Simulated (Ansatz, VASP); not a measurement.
# C: VASP beside Ansatz

Contents of INCAR:

```
SYSTEM = C
PREC = Accurate
ENCUT = 600
EDIFF = 1E-7
ISMEAR = -1
SIGMA = 0.05
LREAL = .False.
LASPH = .True.
NELM = 80
ALGO = Normal
ISIF = 3
LWAVE = .False.
LCHARG = .False.
GGA = RP
IBRION = 2
NSW = 60
EDIFFG = -0.01
```

File KPOINTS:

```
Automatic mesh
0
Gamma
  13 13 8
  0 0 0
```

Contents of POSCAR:

```
C
1.0
    2.1273203072     -1.2282824400      0.0000000000
    2.1273203072      1.2282824400      0.0000000000
   -1.3790696309      0.0000000000      3.5028300786
C
2
Direct
    0.1666444700      0.1666444700      0.9999069600
    0.8333555300      0.8333555300      0.0000930400
```

input.yaml

```yaml
crystal:
  lattice:
    - [2.1273203072, -1.22828244, 0.0]
    - [2.1273203072, 1.22828244, 0.0]
    - [-1.3790696309, 0.0, 3.5028300786]
  atoms:
    - { symbol: C, position: [0.16664447, 0.16664447, 0.99990696] }
    - { symbol: C, position: [0.83335553, 0.83335553, 9.304e-05] }
hamiltonian:
  xc: rpbe
  pseudopotentials: { kind: paw }
kpoints:
  mp_grid: { grid: [13, 13, 8] }
scf:
  occupations: { method: fermi_dirac, width: 0.05 }
output:
  forces: true
  stress: true
  eigenvalues: true
relax:
  f_tol: 0.01
  max_steps: 40
  cell: { stress_tol: 0.05 }
```

Alike in both runs: task relaxation of cell and atoms; functional RPBE; k mesh 13 × 13 × 8; occupations fermi-dirac, width 0.05 eV; no spin polarisation.

```csv
,VASP,Ansatz
version,VASP 6.6.1,Ansatz 0.2.0
potentials or method,"VASP PAW PBE potentials, release 64 (C)",Ansatz PAW
plane-wave cutoff (eV),600,420
valence electrons in the cell,8,8
```

```tsv
	VASP	Ansatz	Ansatz less VASP
gap on the k mesh at the Fermi level, each at its own relaxed structure (eV)	1.37	1.46	+0.096
relaxed volume (Å³/atom)	11.40	12.85	+1.449
relaxed length of the cell vector where the two differ most in proportion (Å)	4.512	5.033	+0.5211
```

VASP's potentials were made for PBE, not for RPBE. One of these differences is far larger than is usual between the two programs; its cause wasn't traced.

Noted on VASP's run: the volume moved by over 15 % at a fixed basis, so the end points are rough. Noted on Ansatz's run: the volume moved by over 15 % at a fixed basis, so the end points are rough; odd divisions of the mesh miss points on the zone boundary, where band edges often lie, so the gap on the mesh can be too wide; the plane-wave basis is chosen anew once the cell has moved, so the energies of steps on either side of that aren't comparable.
